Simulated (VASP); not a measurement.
The system is Mg2Sn.

```
Sn Mg
1.0
     0.00000    3.37994    3.37994
     3.37994    0.00000    3.37994
     3.37994    3.37994    0.00000
Sn Mg
1 2
Direct
  0.00000 0.00000 0.00000
  0.25000 0.25000 0.25000
  0.75000 0.75000 0.75000
```

Base run:

- Program: VASP 6.6.1
- Functional: PBE
- Potentials or basis: VASP PAW PBE potentials, release 64 (Sn_d, Mg)
- Cutoff: 600 eV
- k mesh: 6 × 6 × 6
- Occupations: fermi-dirac, width 0.02 eV
- Spin: no spin polarisation

Its results: pressure 1.1 GPa.

**Question.** The run is repeated on the same cell with these changes: functional from PBE to HSE06; cutoff from 600 eV to 520 eV; k mesh from 6 × 6 × 6 to 4 × 4 × 4. What comes out?

**Answer.** Pressure -0.1 GPa.

Several settings changed at once.

Caveats: some runs use coarse meshes; the PAW data sets were made with another functional, which shifts forces and pressure a little (at least some runs).
